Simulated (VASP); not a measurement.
A run of VASP 6.6.1 is set up as follows.

File INCAR:

```
PREC = Accurate
ENCUT = 600
EDIFF = 1E-6
ISMEAR = 0
SIGMA = 0.2
LREAL = F
LASPH = T
NELM = 60
ALGO = Normal
ISIF = 3
LWAVE = F
LCHARG = F
GGA = PE
IBRION = 2
NSW = 36
EDIFFG = -0.08
```

The input KPOINTS:

```
Automatic mesh
0
Gamma
  3 5 5
```

File POSCAR:

```
Be7S
1.0
    6.8091818600      0.0000000000      0.0000000000
    0.0000000000      3.1236532000      2.0590619300
    0.0000000000     -3.1236532000      2.0590619300
Be S
7 1
Direct
    0.5000000000      0.2948831500      0.0736831000
    0.5000000000      0.0736831000      0.2948831500
    0.7747761500      0.0343578600      0.0343578600
    0.2252238500      0.0343578600      0.0343578600
    0.2652305900      0.5058387900      0.5058387900
    0.7347694100      0.5058387900      0.5058387900
    0.0000000000      0.8523495500      0.8523495500
    0.0000000000      0.3185887400      0.3185887400
```

Potentials or basis: VASP PAW PBE potentials, release 64 (Be, S).

Run with:

```bash
$ cat potpaw_PBE.64/Be/POTCAR potpaw_PBE.64/S/POTCAR > POTCAR
$ mpirun -np 1 vasp_std > vasp.out
```

**Question.** Estimate the relaxed volume.

**Answer.** 9.50 Å³/atom.

**Question.** What does it give for the space group after relaxing (to 0.05 Å)?

**Answer.** Amm2 (No. 38).

**Question.** What does it give for the relaxed cell?

**Answer.** a = 7.041 Å, b = 3.292 Å, c = 3.292 Å, α = 95.59°, β = 90.00°, γ = 90.00°.

Step by step:
| step | energy change (eV) | largest force (eV/Å) | pressure (GPa) | volume (Å³) |
| --- | --- | --- | --- | --- |
| 1 | 0.0000 | 12.9454 | 21.54 | 87.59 |
| 2 | -4.8104 | 1.3997 | -9.35 | 107.59 |
| 3 | -5.0765 | 1.3533 | -3.97 | 99.07 |
| 4 | -5.1052 | 1.3150 | -6.14 | 101.65 |
| 5 | -5.1104 | 1.2896 | -5.55 | 100.87 |
| 6 | -5.7736 | 0.9178 | -4.86 | 95.69 |
| 7 | -6.6045 | 1.5699 | -1.03 | 85.40 |
| 8 | -5.4023 | 3.9907 | 27.54 | 66.05 |
| 9 | -6.7135 | 1.9485 | 2.02 | 81.29 |
| 10 | -7.2569 | 1.3132 | 1.45 | 79.23 |
| 11 | -7.5483 | 0.7135 | 3.64 | 75.60 |
| 12 | -7.5677 | 0.6426 | 2.74 | 76.42 |
| 13 | -7.5681 | 0.6398 | 2.86 | 76.29 |
| 14 | -7.6559 | 0.3181 | -0.46 | 78.22 |
| 15 | -7.6708 | 0.2290 | -2.34 | 79.49 |
| 16 | -7.7045 | 0.1846 | -0.99 | 78.12 |
| 17 | -7.7154 | 0.1464 | 0.42 | 76.85 |
| 18 | -7.7284 | 0.1141 | 0.26 | 76.67 |
| 19 | -7.7371 | 0.1382 | 0.07 | 76.37 |
| 20 | -7.7476 | 0.0911 | -0.15 | 76.30 |
| 21 | -7.7488 | 0.0806 | -0.22 | 76.27 |
| 22 | -7.7515 | 0.0590 | 0.22 | 75.96 |

Caveat: the k points lie up to 0.38 Å⁻¹ apart in the final cell; the relaxation stopped at a loose force limit of 0.08 eV/Å, so its end isn't a converged minimum.
